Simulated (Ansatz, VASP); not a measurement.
Two plane-wave programs on Ni

File POSCAR:

```
Ni
1.0
    0.0000000000      1.7380692641      1.7380692641
    1.7380692641      0.0000000000      1.7380692641
    1.7380692641      1.7380692641      0.0000000000
Ni
1
Direct
    0.0000000000      0.0000000000      0.0000000000
```

The input INCAR.step1:

```
PREC     = Accurate       # precision mode
ENCUT    = 520            # plane-wave cutoff, eV
ISMEAR   = 0              # smearing method
SIGMA    = 0.3            # smearing width, eV
LREAL    = False          # projectors in reciprocal space
LASPH    = True           # aspherical terms in the spheres
NELM     = 150            # most SCF steps
ISPIN    = 2              # spin polarisation
MAGMOM   = 0.807          # initial moments
LMAXMIX  = 4              # l up to which the mixer works
NBANDS   = 15             # bands
GGA      = PE             # functional
ALGO     = Normal         # electronic algorithm
EDIFF    = 1E-4           # SCF threshold, eV
LWAVE    = True           # write WAVECAR
LCHARG   = False          # write CHGCAR
```

INCAR.step2

```
PREC     = Accurate       # precision mode
ENCUT    = 520            # plane-wave cutoff, eV
EDIFF    = 1E-7           # SCF threshold, eV
ISMEAR   = 0              # smearing method
SIGMA    = 0.3            # smearing width, eV
LREAL    = False          # projectors in reciprocal space
LASPH    = True           # aspherical terms in the spheres
NELM     = 150            # most SCF steps
ALGO     = Normal         # electronic algorithm
ISIF     = 2              # what is computed and relaxed
LWAVE    = False          # write WAVECAR
LCHARG   = False          # write CHGCAR
ISPIN    = 2              # spin polarisation
MAGMOM   = 0.807          # initial moments
LORBIT   = 11             # projections on sites
LMAXMIX  = 4              # l up to which the mixer works
METAGGA  = R2SCAN         # meta-GGA
LMIXTAU  = True         
NBANDS   = 15             # bands
ISTART   = 1
```

KPOINTS

```
regular mesh
0
Gamma
  15 15 15
```

Input for Ansatz:

```yaml
crystal:
  lattice:
    - [0.0, 1.7380692641, 1.7380692641]
    - [1.7380692641, 0.0, 1.7380692641]
    - [1.7380692641, 1.7380692641, 0.0]
  atoms:
    - { symbol: Ni, position: [0.0, 0.0, 0.0], spin: 0.807 }
hamiltonian:
  xc: r2scan
  pseudopotentials:
    kind: paw
    azcp:
      Ni: "pseudopotentials/Ni.paw.azcp"
basis:
  ecutwfc: 500
  fft_grid_basis: typed
kpoints:
  mp_grid: { grid: [15, 15, 15], shift: [0, 0, 0] }
magnetization:
  spin_polarized: true
scf:
  occupations: { method: gaussian, width: 0.3 }
  lower_state_search: "off"
output:
  stress: true
  write_density: true
  write_potential: true
  elf: true
  volumetric_format: npy
```

Alike in both runs: task single point; functional r2SCAN; k mesh 15 × 15 × 15; occupations gaussian, width 0.3 eV; collinear spin.

|  | VASP | Ansatz |
| --- | --- | --- |
| version | VASP 6.6.1 | Ansatz 0.2.0 |
| potentials or method | VASP PAW PBE potentials, release 64 (Ni), cutoff 520 eV | plane waves (500 eV) with PAW, scalar-relativistic |
| valence electrons in the cell | 10 | 18 |

```tsv
	VASP	Ansatz	Ansatz less VASP
pressure (GPa)	0.8	0.4	-0.33
net moment per atom (μB)	0.70	0.71	+0.016
size of the moment on the site where the two differ most (μB)	0.71	0.78	+0.063
```

VASP's potentials were made for PBE, not for r2SCAN. Site moments also hang on the region over which each program counts them. With one functional, cell and mesh, what is left measures potentials, basis and numerics. VASP's potentials hold 10 valence electrons a cell and Ansatz's 18, so a difference there can come from the potentials and not from the codes. Ansatz's warnings: stability check not made.
